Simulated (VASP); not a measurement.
# Sb (P-1) in VASP: a series of runs

Runs on Sb. Level: PBE. Tasks: single point.

All numbers are computed with VASP 6.6.1; they aren't measurements. Logs are shortened: lines on timing, memory, paths and dates and some standing lists are left out, and cuts for length are marked.

**1. The cell of the first run**

The typed cell holds 1 atom: a = 3.178 Å, b = 2.995 Å, c = 3.096 Å, α = 110.71°, β = 110.63°, γ = 106.90°.

**2. Single point, PBE**

Input file INCAR:

```
  PREC = Accurate
  ENCUT = 520
  EDIFF = 1E-6
  ISMEAR = -1
  SIGMA = 0.1
  LREAL = F
  LASPH = T
  NELM = 60
  ALGO = Normal
  ISIF = 2
  LWAVE = F
  LCHARG = F
  GGA = PE
  NBANDS = 8
```

Input file KPOINTS:

```
Automatic mesh
0
Gamma
  7 8 8
```

Input file POSCAR:

```
Sb
1.0
   -1.7637100000      1.8201500000      1.9175700000
    1.6875000000     -1.7386600000      1.7598800000
    1.7753000000      1.7502500000     -1.8360800000
Sb
1
Direct
    0.0000000000      0.0000000000      0.0000000000
```

Potentials or basis: VASP PAW PBE potentials, release 64 (Sb).

Launch:

```console
> cat potpaw_PBE.64/Sb/POTCAR > POTCAR
> mpirun -np 1 vasp_std > vasp.out
```

OUTCAR:

```text
PREC = Accurate
   ENCUT = 520
   EDIFF = 1E-6
   ISMEAR = -1
   LREAL = F
   LASPH = T
   NELM = 60
   ISIF = 2
   GGA = PE

 ion  position               nearest neighbor table
   1  0.000  0.000  0.000-

  LATTYP: Found a triclinic cell.
 ALAT       =     4.9443561034
 B/A-ratio  =     0.6056650985
 C/A-ratio  =     1.0600355432
 COS(alpha) =     0.0099928631
 COS(beta)  =     0.5270428159
 COS(gamma) =     0.8030806992

  Lattice vectors:

 A1 = (  -3.3865900000,  -0.0930800000,  -3.6012500000)
 A2 = (  -1.6875000000,   1.7386600000,  -1.7598800000)
 A3 = (   0.0646200000,  -3.6518900000,  -3.7589400000)

Analysis of symmetry for initial positions (statically):
=====================================================================
 Subroutine PRICEL returns:
 Original cell was already a primitive cell.

 Routine SETGRP: Setting up the symmetry group for a
 triclinic supercell.

 Subroutine GETGRP returns: Found  2 space group operations
 (whereof  2 operations were pure point group operations)
 out of a pool of  2 trial point group operations.

The static configuration has the point symmetry S_2 .

Analysis of symmetry for dynamics (positions and initial velocities):
=====================================================================
 Subroutine PRICEL returns:
 Original cell was already a primitive cell.

 Routine SETGRP: Setting up the symmetry group for a
 triclinic supercell.

 Subroutine GETGRP returns: Found  2 space group operations
 (whereof  2 operations were pure point group operations)
 out of a pool of  2 trial point group operations.

The dynamic configuration has the point symmetry S_2 .

 Subroutine INISYM returns: Found  2 space group operations
 (whereof  2 operations are pure point group operations),
 and found     1 'primitive' translations

----------------------------------------------------------------------------------------

                                     Primitive cell

  volume of cell :      22.7110

  direct lattice vectors                    reciprocal lattice vectors
    -1.763710000  1.820150000  1.917570000     0.004935435  0.273994470  0.265958292
     1.687500000 -1.738660000  1.759880000     0.294930011 -0.007306990  0.278201488
     1.775300000  1.750250000 -1.836080000     0.287844468  0.279151317 -0.000220646

  length of vectors
     3.178158852  2.994623926  3.096167780     0.381878438  0.405503602  0.400973745

  position of ions in fractional coordinates (direct lattice)
     0.000000000  0.000000000  0.000000000

  ion indices of the primitive-cell ions
   primitive index   ion index
                 1           1

----------------------------------------------------------------------------------------

 KPOINTS: Automatic mesh

Automatic generation of k-mesh.
 Grid dimensions read from file:
 generate k-points for:    7    8    8

 Generating k-lattice:

  Cartesian coordinates                     Fractional coordinates (reciprocal lattice)
     0.000705062  0.039142067  0.037994042     0.142857143  0.000000000 -0.000000000
     0.036866251 -0.000913374  0.034775186     0.000000000  0.125000000  0.000000000
     0.035980558  0.034893915 -0.000027581     0.000000000 -0.000000000  0.125000000

  Length of vectors
     0.054554063  0.050687950  0.050121718

  Shift w.r.t. Gamma in fractional coordinates (k-lattice)
     0.000000000  0.000000000  0.000000000

 Subroutine IBZKPT returns following result:
 ===========================================

 Found    226 irreducible k-points:

 Following reciprocal coordinates:
            Coordinates               Weight
  0.000000  0.000000  0.000000      1.000000
  0.142857  0.000000  0.000000      2.000000
  0.285714 -0.000000  0.000000      2.000000
  0.428571 -0.000000  0.000000      2.000000
  0.000000  0.125000  0.000000      2.000000
  0.142857  0.125000 -0.000000      2.000000
[... 16 lines left out ...]
 -0.428571  0.375000  0.000000      2.000000
 -0.285714  0.375000  0.000000      2.000000
 [... further k-points ...]
   k-points           NKPTS =    226   k-points in BZ     NKDIM =    226   number of bands    NBANDS=      8
   number of dos      NEDOS =    301   number of ions     NIONS =      1
   total plane-waves  NPLWV =  13824
   dimension x,y,z NGX =    24 NGY =   24 NGZ =   24
   dimension x,y,z NGXF=    48 NGYF=   48 NGZF=   48
   ions per type =               1
   NGX,Y,Z   is equivalent  to a cutoff of  12.55, 13.32, 12.89 a.u.
   NGXF,Y,Z  is equivalent  to a cutoff of  25.11, 26.65, 25.77 a.u.
 SYSTEM =  unknown system
   PREC   = accura    normal or accurate (medium, high low for compatibility)
   ISTART =      0    job   : 0-new  1-cont  2-samecut
   ICHARG =      2    charge: 1-file 2-atom 10-const
   ISPIN  =      1    spin polarized calculation?
   LNONCOLLINEAR =      F non collinear calculations
   LSORBIT =      F    spin-orbit coupling
   LASPH  =      T    aspherical Exc in radial PAW
   ENCUT  =  520.0 eV  38.22 Ry    6.18 a.u.   5.91  5.57  5.76*2*pi/ulx,y,z
   NELM   =     60;   NELMIN=  2; NELMDL= -5     # of ELM steps
   EDIFF  = 0.1E-05   stopping-criterion for ELM
   LREAL  =      F    real-space projection
   EDIFFG = 0.1E-04   stopping-criterion for IOM
   NSW    =      0    number of steps for IOM
   IBRION =     -1    ionic relax: 0-MD 1-quasi-New 2-CG
   NFREE  =      0    steps in history (QN), initial steepest desc. (CG)
   ISIF   =      2    stress and relaxation
   ISYM   =      2    0-nonsym 1-usesym 2-fastsym
   POTIM  = 0.5000    time-step for ionic-motion
   TEBEG  =    0.0;   TEEND  =   0.0 temperature during run
   PSTRESS=    0.0 pullay stress
   NELECT =       5.0000    total number of electrons
   NUPDOWN=      -1.0000    fix difference up-down
   EMIN   =  10.00;   EMAX   =-10.00  energy-range for DOS
   EFERMI =   0.00;   METHOD = LEGACY
   ISMEAR =    -1;   SIGMA  =   0.10  broadening in eV -4-tet -1-fermi 0-gaus
   EFERMI_NEDOS =   21; number of points for ismear=-14 and -15
   IALGO  =     38    algorithm
   IMIX   =      4    mixing-type and parameters
     AMIX     =   0.40;   BMIX     =  1.00
     AMIX_MAG =   1.60;   BMIX_MAG =  1.00
  volume/ion in A,a.u.               =      22.71       153.26
  Fermi-wavevector in a.u.,A,eV,Ry     =   0.988521  1.868033 13.295251  0.977173
  Thomas-Fermi vector in A             =   2.120053
   LORBIT       =      0    0 simple, 1 ext, 2 COOP (PROOUT), +10 PAW based schemes
   GGA     = PE    functional components
   LHFCALC =     F    Hartree Fock is set to
   AEXX    =    0.0000 exact exchange contribution
   IVDW    =     0    specifies the selected vdW correction
   LEPSILON=     F    determine dielectric tensor
   LRPA    =     F    only Hartree local field effects (RPA)
 non-spin polarized calculation
  energy-cutoff  :      520.00
  volume of cell :       22.71
 maximum number of plane-waves:       627
   NGX = 11   NGY = 11   NGZ = 11

 number of electron       5.0000000 magnetization

 Free energy of the ion-electron system (eV)
  ---------------------------------------------------
  ext. energy  EPLUGINS =         0.00000000
  ---------------------------------------------------
  free energy    TOTEN  =        -3.69049110 eV

  energy without entropy =       -3.66932084  energy(sigma->0) =       -3.67990597

 E-fermi :  10.9704     XC(G=0): -10.9899

 val. band max:       10.9686340831   @ k =   0.2857   0.1250   0.3750
 cond. band min:      11.0364193663   @ k =  -0.4286   0.2500   0.1250
 fundamental gap:      0.0677852833
 Fermi energy:        10.9704320564

 k-point     1 :       0.0000    0.0000    0.0000
  band No.  band energies     occupation
      1      -3.4675      2.00000
      2      16.9696      0.00000
      3      17.6976      0.00000
      4      18.5140      0.00000
      5      21.2803      0.00000
      6      21.8364      0.00000
      7      22.4044      0.00000
      8      22.6938      0.00000

 k-point     2 :       0.1429    0.0000    0.0000
  band No.  band energies     occupation
      1      -3.0081      2.00000
      2      13.5049      0.00000
      3      16.4865      0.00000
      4      17.8921      0.00000
      5      20.2410      0.00000
      6      21.0315      0.00000
      7      22.4590      0.00000
      8      23.4195      0.00000

 k-point     3 :       0.2857   -0.0000    0.0000
  band No.  band energies     occupation
      1      -1.6464      2.00000
      2       8.7323      2.00000
      3      14.7880      0.00000
      4      16.8293      0.00000
      5      18.9315      0.00000
      6      19.9186      0.00000
      7      23.1889      0.00000
      8      24.5702      0.00000

 k-point     4 :       0.4286   -0.0000    0.0000
  band No.  band energies     occupation
      1       0.4184      2.00000
      2       4.8402      2.00000
      3      13.7860      0.00000
      4      16.1250      0.00000
      5      18.2718      0.00000
      6      19.3387      0.00000
      7      24.8200      0.00000
      8      26.1729      0.00000

 k-point     5 :       0.0000    0.1250    0.0000
  band No.  band energies     occupation
      1      -3.0644      2.00000
      2      15.5930      0.00000
      3      16.2272      0.00000
      4      17.1306      0.00000
      5      20.2249      0.00000
      6      20.6399      0.00000
      7      21.8465      0.00000
      8      22.5872      0.00000
[... 177 lines left out ...]
 k-point    22 :       0.4286    0.3750    0.0000
  band No.  band energies     occupation
      1       2.1615      2.00000
      2       5.3703      2.00000
      3       8.9175      2.00000
      4      13.5039      0.00000
      5      18.8895      0.00000
      6      22.5547      0.00000
      7      24.2429      0.00000
      8      24.5751      0.00000

 k-point    23 :      -0.4286    0.3750    0.0000
  band No.  band energies     occupation
      1       0.5532      2.00000
      2       6.2771      2.00000
      3      12.3394      0.00000
      4      14.3257      0.00000
      5      17.8354      0.00000
      6      18.6349      0.00000
      7      25.0350      0.00000
      8      26.3496      0.00000

 k-point    24 :      -0.2857    0.3750    0.0000
  band No.  band energies     occupation
      1      -0.4628      2.00000
      2       8.1839      2.00000
      3      12.7533      0.00000
      4      14.6489      0.00000
      5      18.1939      0.00000
      6      19.2650      0.00000
      7      22.8417      0.00000
      8      26.2437      0.00000

 [... further k-points ...]
[... 5 lines left out ...]
  --------------------------------------------------------------------------------------
  -------------------------------------------------------------------------------------
  Total        2.7564939      2.3960420      1.9312820     -0.1998796     -0.2288461      0.0179602
  in kB      194.4601230    169.0316138    136.2445704    -14.1007440    -16.1442216      1.2670226
  external PRESSURE =     166.5787691 kB  Pullay stress =       0.0000000 kB

 VOLUME and BASIS-vectors are now :
 -----------------------------------------------------------------------------
  energy-cutoff  :      520.00
  volume of cell :       22.71
      direct lattice vectors                 reciprocal lattice vectors
    -1.763710000  1.820150000  1.917570000     0.004935435  0.273994470  0.265958292
     1.687500000 -1.738660000  1.759880000     0.294930011 -0.007306990  0.278201488
     1.775300000  1.750250000 -1.836080000     0.287844468  0.279151317 -0.000220646

 POSITION                                       TOTAL-FORCE (eV/Angst)
 -----------------------------------------------------------------------------------
      0.00000      0.00000      0.00000         0.000000      0.000000      0.000000
 -----------------------------------------------------------------------------------
    total drift:                                0.000000      0.000000      0.000000

  FREE ENERGIE OF THE ION-ELECTRON SYSTEM (eV)
  ---------------------------------------------------
  free  energy   TOTEN  =        -3.6904911016 eV

  energy  without entropy=       -3.6693208363  energy(sigma->0) =       -3.67990597
```

It took 27 s on 1 thread of Intel Xeon 8259CL, shared host; peak memory 0.17 GiB.

Results:

| Item | Value |
| --- | --- |
| Free energy | -3.6905 eV |
| Pressure | 16.7 GPa |

Stress tensor (GPa, compression positive):
```
19.45 -1.41  0.13
-1.41 16.90 -1.61
 0.13 -1.61 13.62
```

Levels at points of the mesh, in eV from the Fermi level:
| k point | band 1 | band 2 | band 3 | band 4 | band 5 | band 6 |
| --- | --- | --- | --- | --- | --- | --- |
| (0.00, 0.00, 0.00) | -14.44 | 6.00 | 6.73 | 7.54 | 10.31 | 10.87 |
| (0.00, 0.50, 0.00) | -8.85 | -6.77 | 1.58 | 4.06 | 6.39 | 7.18 |
| (0.00, 0.00, 0.50) | -9.14 | -6.78 | 1.30 | 4.05 | 5.71 | 7.52 |
| (0.00, 0.50, 0.50) | -9.07 | -6.87 | 2.00 | 4.66 | 6.87 | 7.69 |

Caveat: spin-orbit coupling is left out, which moves the levels of the heavy elements.

(Continued in part 2 of 2.)
